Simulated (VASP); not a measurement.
# CoPtO2 (R-3m) in VASP: further runs

CoPtO2 is run at these levels: PBE+U; tasks: single point.

Everything below comes from runs of VASP 6.6.1. Logs are shortened: lines on timing, memory, paths and dates and some standing lists are left out, and cuts for length are marked.

### Step 1. The cell of the first run

It takes space group R-3m (No. 166, trigonal). Conventional cell: a = 2.711 Å, b = 2.711 Å, c = 17.502 Å, α = 90.00°, β = 90.00°, γ = 120.00°. Co (site symmetry -3m) has 6 O at 1.85 Å within 2.4 Å. Pt (site symmetry -3m) has 2 O at 1.94 Å within 2.6 Å. O (site symmetry 3m) has 3 Co at 1.85 Å and 1 Pt at 1.94 Å within 2.4 Å.

### Step 2. Single point, PBE+U (9.28 Å³/atom)

File INCAR:

```
SYSTEM = CoPtO2
PREC     = Accurate       ! precision mode
ENCUT    = 520            ! plane-wave cutoff, eV
EDIFF    = 1E-7           ! SCF threshold, eV
ISMEAR   = 0              ! smearing method
SIGMA    = 0.1            ! smearing width, eV
LREAL    = .FALSE.        ! projectors in reciprocal space
LASPH    = .TRUE.         ! aspherical terms in the spheres
NELM     = 150            ! most SCF steps
ALGO     = Normal         ! electronic algorithm
ISIF     = 2              ! what is computed and relaxed
LWAVE    = .FALSE.        ! write WAVECAR
LCHARG   = .FALSE.        ! write CHGCAR
LMAXMIX  = 4              ! l up to which the mixer works
LDAU     = .TRUE.         ! DFT+U
LDAUTYPE = 2            
LDAUL    = 2 -1 -1        ! shell
LDAUU    = 3.32 0 0       ! U, eV
LDAUJ    = 0 0 0        
LDAUPRINT= 1            
GGA      = PE             ! functional
NBANDS   = 24             ! bands
```

File KPOINTS:

```
Automatic mesh
0
G
  18 18 18
  0 0 0
```

File POSCAR:

```
CoPtO2
1.0
    1.3555436372      0.7826234838      5.8339551741
   -1.3555436372      0.7826234838      5.8339551741
    0.0000000000     -1.5652469677      5.8339551741
Co Pt O
1 1 2
Direct
    0.5000000000      0.5000000000      0.5000000000
    0.0000000000      0.0000000000      0.0000000000
    0.8892137021      0.8892137021      0.8892137021
    0.1107862979      0.1107862979      0.1107862979
```

Potentials or basis: VASP PAW PBE potentials, release 64 (Co, Pt, O).

Launch:

```sh
$ cat potpaw_PBE.64/Co/POTCAR potpaw_PBE.64/Pt/POTCAR potpaw_PBE.64/O/POTCAR > POTCAR
$ mpirun -np 1 vasp_std > vasp.out
```

OUTCAR:

```text
SYSTEM = CoPtO2
   PREC = Accurate
   ENCUT = 520
   EDIFF = 1E-7
   ISMEAR = 0
   LREAL = .FALSE.
   LASPH = .TRUE.
   NELM = 150
   ISIF = 2
   GGA = PE

 ion  position               nearest neighbor table
   1  0.500  0.500  0.500-   4 1.85   3 1.85   4 1.85   4 1.85   3 1.85   3 1.85
   2  0.000  0.000  0.000-   3 1.94   4 1.94
   3  0.889  0.889  0.889-   1 1.85   1 1.85   1 1.85   2 1.94
   4  0.111  0.111  0.111-   1 1.85   1 1.85   1 1.85   2 1.94

  LATTYP: Found a trigonal (rhomboedric) cell.
 ALAT       =     6.0402840201
 COS(alpha) =     0.8992738392

  Lattice vectors:

 A1 = (   1.3555436372,   0.7826234838,   5.8339551741)
 A2 = (  -1.3555436372,   0.7826234838,   5.8339551741)
 A3 = (   0.0000000000,  -1.5652469677,   5.8339551741)

Analysis of symmetry for initial positions (statically):
=====================================================================
 Subroutine PRICEL returns:
 Original cell was already a primitive cell.

 Routine SETGRP: Setting up the symmetry group for a
 trigonal (rhombohedral) supercell.

 Subroutine GETGRP returns: Found 12 space group operations
 (whereof 12 operations were pure point group operations)
 out of a pool of 12 trial point group operations.

The static configuration has the point symmetry D_3d.

Analysis of symmetry for dynamics (positions and initial velocities):
=====================================================================
 Subroutine PRICEL returns:
 Original cell was already a primitive cell.

 Routine SETGRP: Setting up the symmetry group for a
 trigonal (rhombohedral) supercell.

 Subroutine GETGRP returns: Found 12 space group operations
 (whereof 12 operations were pure point group operations)
 out of a pool of 12 trial point group operations.

The dynamic configuration has the point symmetry D_3d.

 Subroutine INISYM returns: Found 12 space group operations
 (whereof 12 operations are pure point group operations),
 and found     1 'primitive' translations

----------------------------------------------------------------------------------------

                                     Primitive cell

  volume of cell :      37.1348

  direct lattice vectors                    reciprocal lattice vectors
     1.355543637  0.782623484  5.833955174     0.368855702  0.212958939  0.057136766
    -1.355543637  0.782623484  5.833955174    -0.368855702  0.212958939  0.057136766
     0.000000000 -1.565246968  5.833955174     0.000000000 -0.425917878  0.057136766

  length of vectors
     6.040284020  6.040284020  6.040284020     0.429733230  0.429733230  0.429733230

  position of ions in fractional coordinates (direct lattice)
     0.500000000  0.500000000  0.500000000
     0.000000000  0.000000000  0.000000000
     0.889213702  0.889213702  0.889213702
     0.110786298  0.110786298  0.110786298

  ion indices of the primitive-cell ions
   primitive index   ion index
                 1           1
                 2           2
                 3           3
                 4           4

----------------------------------------------------------------------------------------

 KPOINTS: Automatic mesh

Automatic generation of k-mesh.
 Grid dimensions read from file:
 generate k-points for:   18   18   18

 Generating k-lattice:

  Cartesian coordinates                     Fractional coordinates (reciprocal lattice)
     0.020491983  0.011831052  0.003174265     0.055555556  0.000000000  0.000000000
    -0.020491983  0.011831052  0.003174265     0.000000000  0.055555556  0.000000000
     0.000000000 -0.023662104  0.003174265     0.000000000  0.000000000  0.055555556

  Length of vectors
     0.023874068  0.023874068  0.023874068

  Shift w.r.t. Gamma in fractional coordinates (k-lattice)
     0.000000000  0.000000000  0.000000000

 Subroutine IBZKPT returns following result:
 ===========================================

 Found    580 irreducible k-points:

 Following reciprocal coordinates:
            Coordinates               Weight
  0.000000  0.000000  0.000000      1.000000
  0.055556 -0.000000 -0.000000      6.000000
  0.111111 -0.000000 -0.000000      6.000000
  0.166667 -0.000000 -0.000000      6.000000
  0.222222  0.000000  0.000000      6.000000
  0.277778 -0.000000  0.000000      6.000000
[... 16 lines left out ...]
 -0.277778  0.055556  0.000000     12.000000
 -0.222222  0.055556  0.000000     12.000000
 [... further k-points ...]
   k-points           NKPTS =    580   k-points in BZ     NKDIM =    580   number of bands    NBANDS=     24
   number of dos      NEDOS =    301   number of ions     NIONS =      4
   total plane-waves  NPLWV = 110592
   dimension x,y,z NGX =    48 NGY =   48 NGZ =   48
   dimension x,y,z NGXF=    96 NGYF=   96 NGZF=   96
   ions per type =               1   1   2
   NGX,Y,Z   is equivalent  to a cutoff of  13.21, 13.21, 13.21 a.u.
   NGXF,Y,Z  is equivalent  to a cutoff of  26.42, 26.42, 26.42 a.u.
 SYSTEM =  CoPtO2
   PREC   = accura    normal or accurate (medium, high low for compatibility)
   ISTART =      0    job   : 0-new  1-cont  2-samecut
   ICHARG =      2    charge: 1-file 2-atom 10-const
   ISPIN  =      1    spin polarized calculation?
   LNONCOLLINEAR =      F non collinear calculations
   LSORBIT =      F    spin-orbit coupling
   LASPH  =      T    aspherical Exc in radial PAW
   ENCUT  =  520.0 eV  38.22 Ry    6.18 a.u.  11.23 11.23 11.23*2*pi/ulx,y,z
   NELM   =    150;   NELMIN=  2; NELMDL= -5     # of ELM steps
   EDIFF  = 0.1E-06   stopping-criterion for ELM
   LREAL  =      F    real-space projection
   EDIFFG = 0.1E-05   stopping-criterion for IOM
   NSW    =      0    number of steps for IOM
   IBRION =     -1    ionic relax: 0-MD 1-quasi-New 2-CG
   NFREE  =      0    steps in history (QN), initial steepest desc. (CG)
   ISIF   =      2    stress and relaxation
   ISYM   =      2    0-nonsym 1-usesym 2-fastsym
   POTIM  = 0.5000    time-step for ionic-motion
   TEBEG  =    0.0;   TEEND  =   0.0 temperature during run
   PSTRESS=    0.0 pullay stress
   NELECT =      31.0000    total number of electrons
   NUPDOWN=      -1.0000    fix difference up-down
   EMIN   =  10.00;   EMAX   =-10.00  energy-range for DOS
   EFERMI =   0.00;   METHOD = LEGACY
   ISMEAR =     0;   SIGMA  =   0.10  broadening in eV -4-tet -1-fermi 0-gaus
   EFERMI_NEDOS =   21; number of points for ismear=-14 and -15
   IALGO  =     38    algorithm
   IMIX   =      4    mixing-type and parameters
     AMIX     =   0.40;   BMIX     =  1.00
     AMIX_MAG =   1.60;   BMIX_MAG =  1.00
  volume/ion in A,a.u.               =       9.28        62.65
  Fermi-wavevector in a.u.,A,eV,Ry     =   1.541470  2.912956 32.329220  2.376131
  Thomas-Fermi vector in A             =   2.647412
   LORBIT       =      0    0 simple, 1 ext, 2 COOP (PROOUT), +10 PAW based schemes
 LDA+U is selected, type is set to LDAUTYPE =  2
   angular momentum for each species LDAUL =     2   -1   -1
   U (eV)           for each species LDAUU =   3.3  0.0  0.0
   J (eV)           for each species LDAUJ =   0.0  0.0  0.0
   GGA     = PE    functional components
   LHFCALC =     F    Hartree Fock is set to
   AEXX    =    0.0000 exact exchange contribution
   IVDW    =     0    specifies the selected vdW correction
   LEPSILON=     F    determine dielectric tensor
   LRPA    =     F    only Hartree local field effects (RPA)
 non-spin polarized calculation
 Gauss-broadening in eV      SIGMA  =   0.10
  energy-cutoff  :      520.00
  volume of cell :       37.13
 maximum number of plane-waves:      1020
 NGX is ok and might be reduce to    48
   NGX = 23   NGY = 23   NGZ = 23

atom =   1  type =  1  l = 2

 onsite density matrix

spin component  1

  0.8053  0.0000 -0.0000  0.2498 -0.0000
  0.0000  0.6000 -0.0000  0.0000  0.2498
 -0.0000 -0.0000  0.9728 -0.0000 -0.0000
  0.2498  0.0000 -0.0000  0.6000  0.0000
 -0.0000  0.2498 -0.0000  0.0000  0.8053

spin component  2

  0.8053  0.0000 -0.0000  0.2498 -0.0000
  0.0000  0.6000 -0.0000  0.0000  0.2498
 -0.0000 -0.0000  0.9728 -0.0000 -0.0000
  0.2498  0.0000 -0.0000  0.6000  0.0000
 -0.0000  0.2498 -0.0000  0.0000  0.8053

 occupancies and eigenvectors

  o =  0.4326  v =  0.0000 -0.8307 -0.0000 -0.0000  0.5567  0.0000  0.0000  0.0000  0.0000  0.0000      0.0000  0.0000  0.0000  0.0000  0.0000  0.0000  0.0000  0.0000  0.0000  0.0000
  o =  0.4326  v =  0.0000  0.0000  0.0000  0.0000  0.0000  0.0000 -0.8307 -0.0000 -0.0000  0.5567      0.0000  0.0000  0.0000  0.0000  0.0000  0.0000  0.0000  0.0000  0.0000  0.0000
  o =  0.4326  v =  0.0000  0.0000  0.0000  0.0000  0.0000  0.5567  0.0000  0.0000 -0.8307 -0.0000      0.0000  0.0000  0.0000  0.0000  0.0000  0.0000  0.0000  0.0000  0.0000  0.0000
  o =  0.4326  v =  0.5567  0.0000  0.0000 -0.8307 -0.0000  0.0000  0.0000  0.0000  0.0000  0.0000      0.0000  0.0000  0.0000  0.0000  0.0000  0.0000  0.0000  0.0000  0.0000  0.0000
  o =  0.9727  v =  0.0000  0.0000  0.0000  0.0000  0.0000  0.8307  0.0000  0.0000  0.5567  0.0000      0.0000  0.0000  0.0000  0.0000  0.0000  0.0000  0.0000  0.0000  0.0000  0.0000
  o =  0.9727  v =  0.8307  0.0000  0.0000  0.5567  0.0000  0.0000  0.0000  0.0000  0.0000  0.0000      0.0000  0.0000  0.0000  0.0000  0.0000  0.0000  0.0000  0.0000  0.0000  0.0000
  o =  0.9727  v = -0.0000  0.5567  0.0000 -0.0000  0.8307  0.0000  0.0000  0.0000  0.0000  0.0000      0.0000  0.0000  0.0000  0.0000  0.0000  0.0000  0.0000  0.0000  0.0000  0.0000
  o =  0.9727  v =  0.0000  0.0000  0.0000  0.0000  0.0000 -0.0000  0.5567  0.0000 -0.0000  0.8307      0.0000  0.0000  0.0000  0.0000  0.0000  0.0000  0.0000  0.0000  0.0000  0.0000
  o =  0.9728  v =  0.0000  0.0000  0.0000  0.0000  0.0000  0.0000  0.0000 -1.0000  0.0000  0.0000      0.0000  0.0000  0.0000  0.0000  0.0000  0.0000  0.0000  0.0000  0.0000  0.0000
  o =  0.9728  v =  0.0000  0.0000 -1.0000  0.0000  0.0000  0.0000  0.0000  0.0000  0.0000  0.0000      0.0000  0.0000  0.0000  0.0000  0.0000  0.0000  0.0000  0.0000  0.0000  0.0000

 number of electron      31.0000002 magnetization

 Free energy of the ion-electron system (eV)
  ---------------------------------------------------
  ext. energy  EPLUGINS =         0.00000000
  ---------------------------------------------------
  free energy    TOTEN  =       -23.90947556 eV

  energy without entropy =      -23.90724340  energy(sigma->0) =      -23.90835948

 E-fermi :  10.4948     XC(G=0): -13.2852

 val. band max:       10.4796357658   @ k =  -0.3333  -0.3333   0.1111
 cond. band min:      10.6416992237   @ k =  -0.3889  -0.3889   0.1111
 fundamental gap:      0.1620634579
 Fermi energy:        10.4947958594

 k-point     1 :       0.0000    0.0000    0.0000
  band No.  band energies     occupation
      1     -12.1031      2.00000
      2     -10.0066      2.00000
      3      -0.4945      2.00000
      4       2.3246      2.00000
      5       3.2946      2.00000
      6       3.2946      2.00000
[... 16 lines left out ...]
     23      26.1210      0.00000
     24      28.6080      0.00000

 k-point     2 :       0.0556   -0.0000   -0.0000
  band No.  band energies     occupation
      1     -12.0600      2.00000
      2      -9.9997      2.00000
      3      -0.4379      2.00000
      4       2.4298      2.00000
      5       3.1439      2.00000
      6       3.3210      2.00000
[... 16 lines left out ...]
     23      26.2636      0.00000
     24      28.1719      0.00000
[... 565 lines left out ...]
     23      24.3758      0.00000
     24      25.4965      0.00000

 k-point    24 :      -0.2222    0.0556    0.0000
  band No.  band energies     occupation
      1     -11.3135      2.00000
      2      -9.8839      2.00000
      3       0.4484      2.00000
      4       1.8611      2.00000
      5       3.3297      2.00000
      6       3.7067      2.00000
[... 16 lines left out ...]
     23      24.7691      0.00000
     24      25.3043      0.00000

 [... further k-points ...]

------------------------ aborting loop because EDIFF is reached ----------------------------------------

  FORCE on cell =-STRESS in cart. coord.  units (eV):
  Direction    XX          YY          ZZ          XY          YZ          ZX
  --------------------------------------------------------------------------------------
  -------------------------------------------------------------------------------------
  Total        8.3451191      8.3451191      8.9519370      0.0000000     -0.0000000      0.0000000
  in kB      360.0496613    360.0496613    386.2307813      0.0000000     -0.0000000      0.0000000
  external PRESSURE =     368.7767013 kB  Pullay stress =       0.0000000 kB

 VOLUME and BASIS-vectors are now :
 -----------------------------------------------------------------------------
  energy-cutoff  :      520.00
  volume of cell :       37.13
      direct lattice vectors                 reciprocal lattice vectors
     1.355543637  0.782623484  5.833955174     0.368855702  0.212958939  0.057136766
    -1.355543637  0.782623484  5.833955174    -0.368855702  0.212958939  0.057136766
     0.000000000 -1.565246968  5.833955174     0.000000000 -0.425917878  0.057136766

 POSITION                                       TOTAL-FORCE (eV/Angst)
 -----------------------------------------------------------------------------------
      0.00000     -0.00000      8.75093         0.000000      0.000000      0.000000
      0.00000      0.00000      0.00000        -0.000000      0.000000      0.000000
      0.00000     -0.00000     15.56290        -0.000000      0.000000     -0.201067
      0.00000     -0.00000      1.93897        -0.000000     -0.000000      0.201067
 -----------------------------------------------------------------------------------
    total drift:                               -0.000000     -0.000000      0.000000

  FREE ENERGIE OF THE ION-ELECTRON SYSTEM (eV)
  ---------------------------------------------------
  free  energy   TOTEN  =       -23.9094755577 eV

  energy  without entropy=      -23.9072433974  energy(sigma->0) =      -23.90835948
```

Wall time 32 min (1 thread of Intel Xeon Platinum 8488C (Sapphire Rapids), shared host); peak memory 0.76 GiB.

Results:

- Free energy: -23.9095 eV
- Pressure: 36.9 GPa
- Largest force: 0.201 eV/Å
- Band gap on the k mesh: zero (an odd number of electrons rules out a gap without spin polarisation)

Forces on the atoms (eV/Å):
```
Co   0.000  0.000  0.000
Pt   0.000  0.000  0.000
O    0.000  0.000 -0.201
O    0.000  0.000  0.201
```

Levels at points of the mesh, in eV from the Fermi level:
```tsv
k point	band 13	band 14	band 15	band 16	band 17	band 18	band 19	band 20
(0.00, 0.00, 0.00)	-3.47	-3.24	-1.86	-1.86	2.02	2.02	3.23	5.55
(0.50, 0.00, 0.00)	-2.45	-1.62	0.15	1.32	1.47	1.58	2.41	8.00
(0.50, 0.50, 0.00)	-2.32	-2.25	0.15	0.42	1.98	2.35	2.64	8.83
(0.50, 0.50, 0.50)	-3.43	-2.39	-0.81	-0.81	1.51	1.51	4.45	4.66
```

Eigenvalues of the final occupation matrices:
| site | spin | trace | eigenvalues |
| --- | --- | --- | --- |
| site 1 d | 1 | 3.78 | 0.43 0.43 0.97 0.97 0.97 |
| site 1 d | 2 | 3.78 | 0.43 0.43 0.97 0.97 0.97 |

Caveat: the cell stands under pressure; spin-orbit coupling is left out, which moves the levels of the heavy elements; an odd number of electrons without spin polarisation forces a metal; a magnetic or distorted state may lie lower; the run has no spin polarisation, though such a crystal can be magnetic; U without spin polarisation on a metal has little footing. Spin polarisation is off, so any magnetic state and its effect on volume and gap are missing.

### Step 3. Single point, PBE+U (10.87 Å³/atom)

This run uses another cell than the first one, of 10.87 Å³/atom.

File INCAR:

```
PREC     = Accurate       # precision mode
ENCUT    = 520            # plane-wave cutoff, eV
EDIFF    = 1E-6           # SCF threshold, eV
ISMEAR   = 0              # smearing method
SIGMA    = 0.1            # smearing width, eV
LREAL    = F              # projectors in reciprocal space
LASPH    = T              # aspherical terms in the spheres
NELM     = 150            # most SCF steps
ALGO     = Normal         # electronic algorithm
ISIF     = 2              # what is computed and relaxed
LWAVE    = F              # write WAVECAR
LCHARG   = F              # write CHGCAR
LMAXMIX  = 4              # l up to which the mixer works
LDAU     = T              # DFT+U
LDAUTYPE = 2            
LDAUL    = 2 -1 -1        # shell
LDAUU    = 3.32 0 0       # U, eV
LDAUJ    = 0 0 0        
LDAUPRINT= 1            
GGA      = PE             # functional
NBANDS   = 24             # bands
```

File KPOINTS:

```
Automatic mesh
0
Gamma
  18 18 18
```

File POSCAR:

```
CoPtO2
1.0
    1.4464450650      0.8351054476      5.9970926424
   -1.4464450650      0.8351054476      5.9970926424
    0.0000000000     -1.6702108953      5.9970926424
Co Pt O
1 1 2
Direct
    0.5000000000      0.5000000000      0.5000000000
    0.0000000000      0.0000000000      0.0000000000
    0.8877954447      0.8877954447      0.8877954447
    0.1122045553      0.1122045553      0.1122045553
```

Potentials or basis: VASP PAW PBE potentials, release 64 (Co, Pt, O).

Launch:

```sh
$ cat potpaw_PBE.64/Co/POTCAR potpaw_PBE.64/Pt/POTCAR potpaw_PBE.64/O/POTCAR > POTCAR
$ mpirun -np 1 vasp_std > vasp.out
```

It took 36 min on 1 thread of Oxide Virtual Turin-like, shared host; peak memory 0.8 GiB.

The run converged. Its results:

```
Free energy            : -24.3789 eV
Pressure               : -7.0 GPa
Largest force          : 0.083 eV/Å
Band gap on the k mesh : zero (an odd number of electrons rules out a gap without spin polarisation)
```

Forces in eV/Å, atoms in the order of the input:
```
Co   0.000  0.000  0.000
Pt   0.000  0.000  0.000
O    0.000  0.000 -0.083
O    0.000  0.000  0.083
```

Stress tensor (GPa, compression positive):
```
-7.35  0.00  0.00
 0.00 -7.35  0.00
 0.00  0.00 -6.32
```

Levels at points of the mesh, in eV from the Fermi level:
```
           k point  band 13  band 14  band 15  band 16  band 17  band 18  band 19  band 20
(0.00, 0.00, 0.00)    -2.74    -2.62    -1.45    -1.45     1.94     1.94     2.69     5.66
(0.50, 0.00, 0.00)    -2.27    -1.23     0.04     1.13     1.31     1.49     2.67     6.80
(0.50, 0.50, 0.00)    -2.02    -1.76     0.04     0.31     1.88     2.12     2.70     7.44
(0.50, 0.50, 0.50)    -2.78    -1.98    -0.58    -0.58     1.55     1.55     4.06     4.53
```

Eigenvalues of the final occupation matrices:
| site | spin | trace | eigenvalues |
| --- | --- | --- | --- |
| site 1 d | 1 | 3.67 | 0.39 0.39 0.96 0.96 0.97 |
| site 1 d | 2 | 3.67 | 0.39 0.39 0.96 0.96 0.97 |

Caveat: the cell stands under tension; spin-orbit coupling is left out, which moves the levels of the heavy elements; an odd number of electrons without spin polarisation forces a metal; a magnetic or distorted state may lie lower; the run has no spin polarisation, though such a crystal can be magnetic; U without spin polarisation on a metal has little footing. Spin polarisation is off, so any magnetic state and its effect on volume and gap are missing.

The gap in the log of VASP goes by the Fermi energy; the results here count the filled bands.